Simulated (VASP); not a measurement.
# SrO (Fm-3m) in VASP: single point with PBE

Aim: the single point of SrO with PBE.

Program: VASP 6.6.1. These are calculated values, not measurements. Logs are shortened: lines on timing, memory, paths and dates and some standing lists are left out, and cuts for length are marked.

## Step 1: The cell of the first run

Symmetry: Fm-3m, No. 225, cubic system. The conventional cell has a = 5.123 Å, b = 5.123 Å, c = 5.123 Å, α = 90.00°, β = 90.00°, γ = 90.00°. Sr (site symmetry m-3m) has 6 O at 2.56 Å within 3.4 Å. O (site symmetry m-3m) has 6 Sr at 2.56 Å within 3.4 Å.

## Step 2: Single point, PBE

INCAR reads:

```
  PREC = Accurate
  ENCUT = 600
  EDIFF = 1E-6
  ISMEAR = -1
  SIGMA = 0.05
  LREAL = False
  LASPH = True
  NELM = 120
  ALGO = Normal
  ISIF = 2
  LWAVE = False
  LCHARG = False
  GGA = PE
  NBANDS = 15
  GGA_COMPAT = False
```

KPOINTS reads:

```
regular mesh
0
Gamma
  8 8 8
```

POSCAR reads:

```
SrO
1.0
    0.0000000000      2.5613730000      2.5613730000
    2.5613730000      0.0000000000      2.5613730000
    2.5613730000      2.5613730000      0.0000000000
Sr O
1 1
Direct
    0.0000000000      0.0000000000      0.0000000000
    0.5000000000      0.5000000000      0.5000000000
```

Potentials or basis: VASP PAW PBE potentials, release 64 (Sr_sv, O).

Command:

```console
$ cat potpaw_PBE.64/Sr_sv/POTCAR potpaw_PBE.64/O/POTCAR > POTCAR
$ mpirun -np 1 vasp_std > vasp.out
```

OUTCAR:

```text
PREC = Accurate
   ENCUT = 600
   EDIFF = 1E-6
   ISMEAR = -1
   LREAL = False
   LASPH = True
   NELM = 120
   ISIF = 2
   GGA = PE

 ion  position               nearest neighbor table
   1  0.000  0.000  0.000-   2 2.56   2 2.56   2 2.56   2 2.56   2 2.56   2 2.56
   2  0.500  0.500  0.500-   1 2.56   1 2.56   1 2.56   1 2.56   1 2.56   1 2.56

  LATTYP: Found a face centered cubic cell.
 ALAT       =     5.1227460000

  Lattice vectors:

 A1 = (   0.0000000000,   2.5613730000,   2.5613730000)
 A2 = (   2.5613730000,   0.0000000000,   2.5613730000)
 A3 = (   2.5613730000,   2.5613730000,   0.0000000000)

Analysis of symmetry for initial positions (statically):
=====================================================================
 Subroutine PRICEL returns:
 Original cell was already a primitive cell.

 Routine SETGRP: Setting up the symmetry group for a
 face centered cubic supercell.

 Subroutine GETGRP returns: Found 48 space group operations
 (whereof 48 operations were pure point group operations)
 out of a pool of 48 trial point group operations.

The static configuration has the point symmetry O_h .

Analysis of symmetry for dynamics (positions and initial velocities):
=====================================================================
 Subroutine PRICEL returns:
 Original cell was already a primitive cell.

 Routine SETGRP: Setting up the symmetry group for a
 face centered cubic supercell.

 Subroutine GETGRP returns: Found 48 space group operations
 (whereof 48 operations were pure point group operations)
 out of a pool of 48 trial point group operations.

The dynamic configuration has the point symmetry O_h .

 Subroutine INISYM returns: Found 48 space group operations
 (whereof 48 operations are pure point group operations),
 and found     1 'primitive' translations

----------------------------------------------------------------------------------------

                                     Primitive cell

  volume of cell :      33.6084

  direct lattice vectors                    reciprocal lattice vectors
     0.000000000  2.561373000  2.561373000    -0.195207805  0.195207805  0.195207805
     2.561373000  0.000000000  2.561373000     0.195207805 -0.195207805  0.195207805
     2.561373000  2.561373000  0.000000000     0.195207805  0.195207805 -0.195207805

  length of vectors
     3.622328435  3.622328435  3.622328435     0.338109836  0.338109836  0.338109836

  position of ions in fractional coordinates (direct lattice)
[... 88 lines left out ...]
   TEBEG  =    0.0;   TEEND  =   0.0 temperature during run
   PSTRESS=    0.0 pullay stress
   NELECT =      16.0000    total number of electrons
   NUPDOWN=      -1.0000    fix difference up-down
   EMIN   =  10.00;   EMAX   =-10.00  energy-range for DOS
   EFERMI =   0.00;   METHOD = LEGACY
   ISMEAR =    -1;   SIGMA  =   0.05  broadening in eV -4-tet -1-fermi 0-gaus
   EFERMI_NEDOS =   21; number of points for ismear=-14 and -15
   IALGO  =     38    algorithm
   IMIX   =      4    mixing-type and parameters
     AMIX     =   0.40;   BMIX     =  1.00
     AMIX_MAG =   1.60;   BMIX_MAG =  1.00
  volume/ion in A,a.u.               =      16.80       113.40
  Fermi-wavevector in a.u.,A,eV,Ry     =   1.278298  2.415632 22.232531  1.634045
  Thomas-Fermi vector in A             =   2.410848
   LORBIT       =      0    0 simple, 1 ext, 2 COOP (PROOUT), +10 PAW based schemes
   GGA     = PE    functional components
   LHFCALC =     F    Hartree Fock is set to
   AEXX    =    0.0000 exact exchange contribution
   IVDW    =     0    specifies the selected vdW correction
   LEPSILON=     F    determine dielectric tensor
   LRPA    =     F    only Hartree local field effects (RPA)
 non-spin polarized calculation
  energy-cutoff  :      600.00
  volume of cell :       33.61
 maximum number of plane-waves:      1139
 NGX is ok and might be reduce to    30
   NGX = 15   NGY = 15   NGZ = 15

 number of electron      15.9999997 magnetization

 Free energy of the ion-electron system (eV)
  ---------------------------------------------------
  ext. energy  EPLUGINS =         0.00000000
  ---------------------------------------------------
  free energy    TOTEN  =       -12.03350129 eV

  energy without entropy =      -12.03350129  energy(sigma->0) =      -12.03350129

 E-fermi :   2.7293     XC(G=0): -10.0795

 val. band max:        1.7155587282   @ k =   0.0000   0.0000   0.0000
 cond. band min:       4.9748079409   @ k =   0.5000   0.5000   0.0000
 fundamental gap:      3.2592492127
 Fermi energy:         2.7293222435

 k-point     1 :       0.0000    0.0000    0.0000
  band No.  band energies     occupation
      1     -30.6334      2.00000
      2     -13.3888      2.00000
      3     -12.2593      2.00000
      4     -12.2593      2.00000
      5     -12.2593      2.00000
      6       1.7156      2.00000
      7       1.7156      2.00000
      8       1.7156      2.00000
      9       5.7809      0.00000
     10       7.9520      0.00000
     11       7.9520      0.00000
     12       7.9520      0.00000
     13      10.1447      0.00000
     14      10.1447      0.00000
[... 401 lines left out ...]
      2     -14.6044      2.00000
      3     -12.6608      2.00000
      4     -12.4966      2.00000
      5     -11.4295      2.00000
      6       0.1285      2.00000
      7       0.8409      2.00000
      8       0.9240      2.00000
      9       8.1253      0.00000
     10       8.4946      0.00000
     11      11.1142      0.00000
     12      11.2794      0.00000
     13      13.4081      0.00000
     14      14.7572      0.00000
     15      15.2100      0.00000

 [... further k-points ...]

------------------------ aborting loop because EDIFF is reached ----------------------------------------

  FORCE on cell =-STRESS in cart. coord.  units (eV):
  Direction    XX          YY          ZZ          XY          YZ          ZX
  --------------------------------------------------------------------------------------
  -------------------------------------------------------------------------------------
  Total        0.9285920      0.9285920      0.9285920      0.0000000      0.0000000      0.0000000
  in kB       44.2677106     44.2677106     44.2677106      0.0000000      0.0000000      0.0000000
  external PRESSURE =      44.2677106 kB  Pullay stress =       0.0000000 kB

 VOLUME and BASIS-vectors are now :
 -----------------------------------------------------------------------------
  energy-cutoff  :      600.00
  volume of cell :       33.61
      direct lattice vectors                 reciprocal lattice vectors
     0.000000000  2.561373000  2.561373000    -0.195207805  0.195207805  0.195207805
     2.561373000  0.000000000  2.561373000     0.195207805 -0.195207805  0.195207805
     2.561373000  2.561373000  0.000000000     0.195207805  0.195207805 -0.195207805

 POSITION                                       TOTAL-FORCE (eV/Angst)
 -----------------------------------------------------------------------------------
      0.00000      0.00000      0.00000        -0.000000      0.000000      0.000000
      2.56137      2.56137      2.56137         0.000000     -0.000000     -0.000000
 -----------------------------------------------------------------------------------
    total drift:                                0.000000      0.000000      0.000000

  FREE ENERGIE OF THE ION-ELECTRON SYSTEM (eV)
  ---------------------------------------------------
  free  energy   TOTEN  =       -12.0335012857 eV

  energy  without entropy=      -12.0335012856  energy(sigma->0) =      -12.03350129
```

OSZICAR:

```text
N       E                     dE             d eps       ncg     rms          rms(c)
DAV:   1     0.739251054955E+02    0.73925E+02   -0.91495E+03   870   0.116E+03
DAV:   2    -0.109297946397E+02   -0.84855E+02   -0.77332E+02  1172   0.235E+02
DAV:   3    -0.141787330733E+02   -0.32489E+01   -0.32317E+01  1152   0.413E+01
DAV:   4    -0.142363644362E+02   -0.57631E-01   -0.57621E-01  1117   0.502E+00
DAV:   5    -0.142379078028E+02   -0.15434E-02   -0.15434E-02  1046   0.602E-01    0.168E+01
DAV:   6    -0.121781289276E+02    0.20598E+01   -0.66119E+00   891   0.196E+01    0.198E+01
DAV:   7    -0.120426884774E+02    0.13544E+00   -0.28803E-01  1017   0.483E+00    0.115E+01
DAV:   8    -0.120314289331E+02    0.11260E-01   -0.11774E-01  1101   0.342E+00    0.474E-01
DAV:   9    -0.120328832007E+02   -0.14543E-02   -0.56290E-03  1105   0.482E-01    0.233E-01
DAV:  10    -0.120333481345E+02   -0.46493E-03   -0.46022E-04   954   0.201E-01    0.820E-02
DAV:  11    -0.120334831905E+02   -0.13506E-03   -0.13090E-04   919   0.859E-02    0.267E-02
DAV:  12    -0.120335011553E+02   -0.17965E-04   -0.27447E-05   926   0.389E-02    0.201E-02
DAV:  13    -0.120335012857E+02   -0.13032E-06   -0.12852E-06   871   0.101E-02
   1 F= -.12033501E+02 E0= -.12033501E+02  d E =-.733230E-10
```

It took 35 s on 1 thread of AMD EPYC 7R13, shared host; peak memory 0.15 GiB.

What came out:

| Quantity | Value |
| --- | --- |
| Free energy | -12.0335 eV |
| Pressure | 4.4 GPa |
| Band gap on the k mesh | 3.26 eV (least direct gap 3.34 eV) |

Caveat: the cell stands under pressure. A k mesh can miss the band edges.
